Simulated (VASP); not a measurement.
# SnSe2 (P-3m1) in VASP: a series of runs, part 2 of 2

VASP 6.6.1.

## 3. Single point, PBE (uniaxial z strain -5.6%)

INCAR

```
PREC = Accurate
ENCUT = 520
EDIFF = 1E-6
ISMEAR = -1
SIGMA = 0.02
LREAL = F
LASPH = T
NELM = 100
ALGO = Normal
ISIF = 2
LWAVE = F
LCHARG = T
GGA = PE
LELF = T
LVHAR = T
NBANDS = 20
```

KPOINTS

```
regular mesh
0
Gamma
  12 12 4
```

POSCAR

```
SnSe2
1.0
    3.8251638350      0.0000000000      0.0000000000
   -1.9125819175      3.3126890547      0.0000000000
    0.0000000000      0.0000000000      5.8758502116
Sn Se
1 2
Direct
    0.0000000000      0.0000000000      0.0000000000
    0.3333333333      0.6666666667      0.2660809165
    0.6666666667      0.3333333333      0.7339190835
```

Potentials or basis: VASP PAW PBE potentials, release 64 (Sn_d, Se).

Started as:

```bash
> cat potpaw_PBE.64/Sn_d/POTCAR potpaw_PBE.64/Se/POTCAR > POTCAR
> mpirun -np 1 vasp_std > vasp.out
```

OUTCAR:

```text
PREC = Accurate
   ENCUT = 520
   EDIFF = 1E-6
   ISMEAR = -1
   LREAL = F
   LASPH = T
   NELM = 100
   ISIF = 2
   GGA = PE

 ion  position               nearest neighbor table
   1  0.000  0.000  0.000-   2 2.71   3 2.71   2 2.71   3 2.71   3 2.71   2 2.71
   2  0.333  0.667  0.266-   1 2.71   1 2.71   1 2.71
   3  0.667  0.333  0.734-   1 2.71   1 2.71   1 2.71

  LATTYP: Found a hexagonal cell.
 ALAT       =     3.8251638350
 C/A-ratio  =     1.5361041945

  Lattice vectors:

 A1 = (   3.8251638350,   0.0000000000,   0.0000000000)
 A2 = (  -1.9125819175,   3.3126890547,   0.0000000000)
 A3 = (   0.0000000000,   0.0000000000,   5.8758502116)

Analysis of symmetry for initial positions (statically):
=====================================================================
 Subroutine PRICEL returns:
 Original cell was already a primitive cell.

 Routine SETGRP: Setting up the symmetry group for a
 hexagonal supercell.

 Subroutine GETGRP returns: Found 12 space group operations
 (whereof 12 operations were pure point group operations)
 out of a pool of 24 trial point group operations.

[... 160 lines left out ...]

  energy without entropy =      -11.75618893  energy(sigma->0) =      -11.75618907

 E-fermi :   5.0852     XC(G=0):  -9.7057

 val. band max:        4.8671194533   @ k =   0.0833   0.0833   0.0000
 cond. band min:       5.2967949066   @ k =   0.0000   0.4167   0.2500
 fundamental gap:      0.4296754533
 Fermi energy:         5.0851957807

 k-point     1 :       0.0000    0.0000    0.0000
  band No.  band energies     occupation
      1     -16.6731      2.00000
      2     -16.6731      2.00000
      3     -16.6378      2.00000
      4     -16.6244      2.00000
      5     -16.6244      2.00000
      6      -9.3815      2.00000
[... 541 lines left out ...]
     19      12.5298      0.00000
     20      13.2864      0.00000

 [... further k-points ...]

------------------------ aborting loop because EDIFF is reached ----------------------------------------

  FORCE on cell =-STRESS in cart. coord.  units (eV):
  Direction    XX          YY          ZZ          XY          YZ          ZX
  --------------------------------------------------------------------------------------
  -------------------------------------------------------------------------------------
  Total        1.9580439      1.9580439      2.4489656     -0.0000000      0.0000000     -0.0000000
  in kB       42.1338913     42.1338913     52.6977218     -0.0000000      0.0000000     -0.0000000
  external PRESSURE =      45.6551681 kB  Pullay stress =       0.0000000 kB

 VOLUME and BASIS-vectors are now :
 -----------------------------------------------------------------------------
  energy-cutoff  :      520.00
  volume of cell :       74.46
      direct lattice vectors                 reciprocal lattice vectors
     3.825163835  0.000000000  0.000000000     0.261426711  0.150934782  0.000000000
    -1.912581918  3.312689055  0.000000000     0.000000000  0.301869564  0.000000000
     0.000000000  0.000000000  5.875850212     0.000000000  0.000000000  0.170188137

 POSITION                                       TOTAL-FORCE (eV/Angst)
 -----------------------------------------------------------------------------------
      0.00000      0.00000      0.00000        -0.000000      0.000000      0.000000
     -0.00000      2.20846      1.56345         0.000000      0.000000      0.302910
      1.91258      1.10423      4.31240        -0.000000      0.000000     -0.302910
 -----------------------------------------------------------------------------------
    total drift:                               -0.000000     -0.000000      0.000000

  FREE ENERGIE OF THE ION-ELECTRON SYSTEM (eV)
  ---------------------------------------------------
  free  energy   TOTEN  =       -11.7561891985 eV

  energy  without entropy=      -11.7561889338  energy(sigma->0) =      -11.75618907
```

Wall time 2.2 min (1 thread of Intel Xeon 8259CL, shared host); peak memory 0.25 GiB.

Results:

```
Free energy            : -11.7562 eV
Pressure               : 4.6 GPa
Largest force          : 0.303 eV/Å
Band gap on the k mesh : 0.43 eV (least direct gap 0.73 eV)
```

Forces in eV/Å, atoms in the order of the input:
```
Sn   0.000  0.000  0.000
Se   0.000  0.000  0.303
Se   0.000  0.000 -0.303
```

Stress tensor (GPa, compression positive):
```
4.21 0.00 0.00
0.00 4.21 0.00
0.00 0.00 5.27
```

Levels at points of the mesh, in eV from the valence-band top:
| k point | band 9 | band 10 | band 11 | band 12 | band 13 | band 14 | band 15 | band 16 | band 17 | band 18 |
| --- | --- | --- | --- | --- | --- | --- | --- | --- | --- | --- |
| (0.00, 0.00, 0.00) | -0.92 | -0.92 | -0.76 | -0.76 | -0.09 | 0.65 | 2.73 | 4.39 | 4.39 | 8.11 |
| (0.50, 0.00, 0.00) | -4.56 | -3.45 | -2.95 | -1.85 | -0.49 | 1.06 | 3.41 | 4.82 | 4.86 | 7.06 |
| (0.00, 0.00, 0.50) | -2.60 | -1.10 | -1.10 | -0.46 | -0.46 | 2.35 | 2.63 | 3.94 | 3.94 | 7.28 |
| (0.50, 0.00, 0.50) | -5.31 | -2.63 | -2.15 | -1.27 | -1.19 | 0.63 | 3.87 | 4.46 | 5.68 | 6.04 |

Caveat: the cell differs from its parent crystal (uniaxial z strain -5.6%); the cell stands under pressure; spin-orbit coupling is left out, which moves the levels of the heavy elements. A k mesh can miss the band edges.

## 4. Single point, PBE

This run uses another cell than the first one, of 26.30 Å³/atom.

INCAR

```
SYSTEM = SnSe2
ALGO     = Normal         ! electronic algorithm
EDIFF    = 1E-6           ! SCF threshold, eV
ENCUT    = 520            ! plane-wave cutoff, eV
GGA      = PE             ! functional
ISIF     = 2              ! what is computed and relaxed
ISMEAR   = -1             ! smearing method
LASPH    = .True.         ! aspherical terms in the spheres
LCHARG   = .True.         ! write CHGCAR
LELF     = .True.         ! ELF
LREAL    = .False.        ! projectors in reciprocal space
LVHAR    = .True.       
LWAVE    = .False.        ! write WAVECAR
NBANDS   = 20             ! bands
NELM     = 100            ! most SCF steps
PREC     = Accurate       ! precision mode
SIGMA    = 0.02           ! smearing width, eV
```

KPOINTS

```
k-points
0
Gamma
  12 12 4
  0 0 0
```

POSCAR

```
SnSe2
1.0
    3.8251638350      0.0000000000      0.0000000000
   -1.9125819175      3.3126890547      0.0000000000
    0.0000000000      0.0000000000      6.2270561801
Sn Se
1 2
Direct
    0.0000000000      0.0000000000      0.0000000000
    0.3333333333      0.6666666667      0.2530760414
    0.6666666667      0.3333333333      0.7469239586
```

Potentials or basis: VASP PAW PBE potentials, release 64 (Sn_d, Se).

Started as:

```bash
> cat potpaw_PBE.64/Sn_d/POTCAR potpaw_PBE.64/Se/POTCAR > POTCAR
> mpirun -np 1 vasp_std > vasp.out
```

OUTCAR:

```text
SYSTEM = SnSe2
   EDIFF = 1E-6
   ENCUT = 520
   GGA = PE
   ISIF = 2
   ISMEAR = -1
   LASPH = .True.
   LREAL = .False.
   NELM = 100
   PREC = Accurate

 ion  position               nearest neighbor table
   1  0.000  0.000  0.000-   2 2.71   3 2.71   2 2.71   3 2.71   3 2.71   2 2.71
   2  0.333  0.667  0.253-   1 2.71   1 2.71   1 2.71
   3  0.667  0.333  0.747-   1 2.71   1 2.71   1 2.71

  LATTYP: Found a hexagonal cell.
 ALAT       =     3.8251638350
 C/A-ratio  =     1.6279188157
[... 744 lines left out ...]

  FORCE on cell =-STRESS in cart. coord.  units (eV):
  Direction    XX          YY          ZZ          XY          YZ          ZX
  --------------------------------------------------------------------------------------
  -------------------------------------------------------------------------------------
  Total        1.4301139      1.4301139      1.5198769      0.0000000     -0.0000000      0.0000000
  in kB       29.0380680     29.0380680     30.8606811      0.0000000     -0.0000000      0.0000000
  external PRESSURE =      29.6456057 kB  Pullay stress =       0.0000000 kB

 VOLUME and BASIS-vectors are now :
 -----------------------------------------------------------------------------
  energy-cutoff  :      520.00
  volume of cell :       78.91
      direct lattice vectors                 reciprocal lattice vectors
     3.825163835  0.000000000  0.000000000     0.261426711  0.150934782  0.000000000
    -1.912581918  3.312689055  0.000000000     0.000000000  0.301869564  0.000000000
     0.000000000  0.000000000  6.227056180     0.000000000  0.000000000  0.160589526

 POSITION                                       TOTAL-FORCE (eV/Angst)
 -----------------------------------------------------------------------------------
      0.00000      0.00000      0.00000         0.000000      0.000000      0.000000
     -0.00000      2.20846      1.57592         0.000000     -0.000000      0.275204
      1.91258      1.10423      4.65114        -0.000000      0.000000     -0.275204
 -----------------------------------------------------------------------------------
    total drift:                                0.000000     -0.000000      0.000000

  FREE ENERGIE OF THE ION-ELECTRON SYSTEM (eV)
  ---------------------------------------------------
  free  energy   TOTEN  =       -11.8241912356 eV

  energy  without entropy=      -11.8241912353  energy(sigma->0) =      -11.82419124
```

OSZICAR:

```text
N       E                     dE             d eps       ncg     rms          rms(c)
DAV:   1     0.205694985322E+03    0.20569E+03   -0.12208E+04  2824   0.149E+03
DAV:   2     0.115223399356E+02   -0.19417E+03   -0.18675E+03  2964   0.388E+02
DAV:   3    -0.112739081411E+02   -0.22796E+02   -0.22246E+02  3324   0.114E+02
DAV:   4    -0.120663616532E+02   -0.79245E+00   -0.79117E+00  3304   0.224E+01
DAV:   5    -0.120855549537E+02   -0.19193E-01   -0.19192E-01  3828   0.362E+00    0.497E+00
DAV:   6    -0.118404630386E+02    0.24509E+00   -0.51310E-01  4156   0.736E+00    0.320E+00
DAV:   7    -0.118236634823E+02    0.16800E-01   -0.15173E-01  3236   0.242E+00    0.102E+00
DAV:   8    -0.118236578663E+02    0.56160E-05   -0.11869E-02  3468   0.102E+00    0.276E-01
DAV:   9    -0.118241529251E+02   -0.49506E-03   -0.15141E-03  3128   0.295E-01    0.844E-02
DAV:  10    -0.118241611988E+02   -0.82737E-05   -0.11855E-04  3656   0.749E-02    0.335E-02
DAV:  11    -0.118241910808E+02   -0.29882E-04   -0.43772E-05  3032   0.367E-02    0.821E-03
DAV:  12    -0.118241912356E+02   -0.15472E-06   -0.23794E-06  3100   0.112E-02
   1 F= -.11824191E+02 E0= -.11824191E+02  d E =-.260085E-09
```

stdout:

```text
POSCAR found type information on POSCAR SnSe
 POSCAR found :  2 types and       3 ions
 scaLAPACK will be used
 LDA part: xc-table for (Slater+PW92), standard interpolation
 POSCAR, INCAR and KPOINTS ok, starting setup
 FFT: planning ... GRIDC
 FFT: planning ... GRID_SOFT
 FFT: planning ... GRID
 WAVECAR not read
 entering main loop
```

Run time: 2.2 min. Hardware: 1 thread of Intel Xeon 8259CL, shared host; peak memory 0.25 GiB.

Results:

```
Free energy            : -11.8242 eV
Pressure               : 3.0 GPa
Largest force          : 0.275 eV/Å
Band gap on the k mesh : 0.74 eV (least direct gap 1.12 eV)
```

Forces in eV/Å, atoms in the order of the input:
```
Sn   0.000  0.000  0.000
Se   0.000  0.000  0.275
Se   0.000  0.000 -0.275
```

Stress tensor (GPa, compression positive):
```
2.90 0.00 0.00
0.00 2.90 0.00
0.00 0.00 3.09
```

Caveat: spin-orbit coupling is left out, which moves the levels of the heavy elements; this functional lacks dispersion, which binds the layers, so the pressure and a relaxed spacing across them are unreliable. A k mesh can miss the band edges.

## 5. Overview

```tsv
cell	gap on the mesh (eV)	pressure (GPa)	largest force (eV/Å)
a = 3.605, b = 3.605, c = 6.227 Å, angles 90.0, 90.0, 120.0°, 3 atoms, atomic positions A	0.26	10.9	0.36
a = 3.825, b = 3.825, c = 5.876 Å, angles 90.0, 90.0, 120.0°, 3 atoms, atomic positions B	0.43	4.6	0.30
a = 3.825, b = 3.825, c = 6.227 Å, angles 90.0, 90.0, 120.0°, 3 atoms, atomic positions C	0.74	3.0	0.28
```

Alike in all rows: task single point; level PBE; potentials or basis VASP PAW PBE potentials, release 64 (Sn_d, Se); no spin polarisation; k mesh 12 × 12 × 4; cutoff (eV) 520; smearing fermi-dirac 0.02 eV.

Caveats: spin-orbit coupling is left out, which moves the levels of the heavy elements; the cell stands under pressure (at least some runs); this functional lacks dispersion, which binds the layers, so the pressure and a relaxed spacing across them are unreliable (at least some runs).

Absolute energies hang on the potentials; compare differences alone.
